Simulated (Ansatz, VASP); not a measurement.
ZnS in VASP and in Ansatz

```
Zn S
1.0
     0.00000    2.64842    2.64842
     2.64842    0.00000    2.64842
     2.64842    2.64842    0.00000
Zn S
1 1
Direct
  0.00000 0.00000 0.00000
  0.25000 0.25000 0.25000
```

Alike in both runs: task single point; functional LDA; k mesh 10 × 10 × 10; occupations gaussian, width 0.02 eV; no spin polarisation.

```csv
,VASP,Ansatz
version,VASP 6.6.1,Ansatz 0.2.0
potentials or method,"VASP PAW LDA potentials, release 64 (Zn, S), cutoff 500 eV","scalar-relativistic, plane waves, PAW"
valence electrons in the cell,18,18
```

Ansatz gave:

| Quantity | Value |
| --- | --- |
| gap on the k mesh at the Fermi level (eV) | 2.13 |
| least direct gap on the mesh (eV) | 2.13 |
| pressure (GPa) | 0.0 |

Q: Estimate VASP's values.

A: gap on the k mesh at the Fermi level (eV): 2.16; least direct gap on the mesh (eV): 2.16; pressure (GPa): 0.2.

LDA's correlation is that of Perdew and Zunger in VASP and of Perdew and Wang (1992) in Ansatz.
